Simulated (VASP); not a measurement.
# Cd4SeS3: single point with PBE

Cd4SeS3:

```
Cd Se S
1.0
     4.32248    0.00000    0.00000
     0.00000    4.32248    0.00000
     0.00000    0.00000   12.21048
Cd Se S
4 1 3
Direct
  0.50000 0.00000 0.62165
  0.00000 0.50000 0.86582
  0.50000 0.00000 0.13418
  0.00000 0.50000 0.37835
  0.00000 0.00000 0.00000
  0.50000 0.50000 0.25648
  0.00000 0.00000 0.50000
  0.50000 0.50000 0.74352
```

```yaml
Program: VASP 6.6.1
Task: single point
Functional: PBE
Potentials_or_basis: VASP PAW PBE potentials, release 64 (Cd, Se, S)
Cutoff: 520 eV
k_mesh: 6 × 6 × 4
Occupations: gaussian, width 0.02 eV
Spin: no spin polarisation
Dipole_correction: no
Further_INCAR_settings: ALGO = Normal; EDIFF = 1e-07; NBANDS = 46
```

```
Pressure               : -2.4 GPa
Band gap on the k mesh : 0.71 eV
```

Levels at points of the mesh, in eV from the valence-band top:
```csv
k point,band 32,band 33,band 34,band 35,band 36,band 37,band 38,band 39,band 40,band 41
"(0.00, 0.00, 0.00)",-0.77,-0.77,-0.06,0.00,0.00,0.71,3.16,3.20,3.57,3.95
"(0.50, 0.00, 0.00)",-0.80,-0.79,-0.68,-0.65,-0.28,2.58,2.66,3.71,3.76,5.88
"(0.50, 0.50, 0.00)",-1.87,-1.65,-1.57,-1.57,-1.47,3.46,3.65,3.96,3.96,4.80
"(0.00, 0.00, 0.50)",-1.08,-0.43,-0.43,-0.15,-0.15,1.84,1.91,3.66,3.71,3.96
"(0.50, 0.00, 0.50)",-1.12,-0.80,-0.80,-0.79,-0.28,3.05,3.17,3.18,3.21,6.13
"(0.50, 0.50, 0.50)",-1.77,-1.76,-1.69,-1.69,-1.55,4.03,4.24,4.26,4.26,4.26
```

Wall time 7.2 min on 1 thread of Intel Xeon 8259CL (shared host), peak memory 0.47 GiB.

A k mesh can miss the band edges.
